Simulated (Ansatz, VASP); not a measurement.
One calculation of PtSe2, two programs

INCAR

```
PREC = Accurate
ENCUT = 600
EDIFF = 1E-7
ISMEAR = -1
SIGMA = 0.05
LREAL = F
LASPH = T
NELM = 80
ALGO = Normal
ISIF = 3
LWAVE = F
LCHARG = F
GGA = PE
IBRION = 2
NSW = 32
EDIFFG = -0.005
```

The input KPOINTS:

```
regular mesh
0
Gamma
  11 11 7
```

Contents of POSCAR:

```
PtSe2
1.0
    3.7515277908      0.0000000000      0.0000000000
   -1.8757638954      3.2489183698      0.0000000000
    0.0000000000      0.0000000000      6.5219367433
Pt Se
1 2
Direct
    0.0000000000      0.0000000000      0.0000000000
    0.3333333333      0.6666666667      0.2003567022
    0.6666666667      0.3333333333      0.7996432978
```

Input for Ansatz:

```yaml
crystal:
  lattice:
    - [3.7515277908, 0.0, 0.0]
    - [-1.8757638954, 3.2489183698, 0.0]
    - [0.0, 0.0, 6.5219367433]
  atoms:
    - { symbol: Pt, position: [0.0, 0.0, 0.0] }
    - { symbol: Se, position: [0.3333333333, 0.6666666667, 0.2003567022] }
    - { symbol: Se, position: [0.6666666667, 0.3333333333, 0.7996432978] }
kpoints:
  mp_grid: { grid: [11, 11, 7] }
scf:
  occupations: { method: fermi_dirac, width: 0.05 }
hamiltonian:
  xc: pbe
  pseudopotentials: { kind: all_electron, lapw: { basis_error: 0.0005 } }
output:
  forces: true
  stress: true
  eigenvalues: true
relax:
  f_tol: 0.005
  max_steps: 12
  cell: {}
```

Alike in both runs: task relaxation of cell and atoms; functional PBE; k mesh 11 × 11 × 7; occupations fermi-dirac, width 0.05 eV; no spin polarisation.

```csv
,VASP,Ansatz
version,VASP 6.6.1,Ansatz 0.2.0
potentials or method,"VASP PAW PBE potentials, release 64 (Pt, Se), cutoff 600 eV","all-electron LAPW, scalar-relativistic"
```

VASP gave:

| Item | Value |
| --- | --- |
| relaxed volume (Å³/atom) | 26.49 |
| relaxed length of the cell vector where the two differ most in proportion (Å) | 3.751 |

Question: Which values does Ansatz return?

Answer: Relaxed volume (Å³/atom): 26.50; relaxed length of the cell vector where the two differ most in proportion (Å): 3.752.

Ansatz ran all-electron here, and VASP with PAW potentials.

Spin-orbit coupling is off throughout.
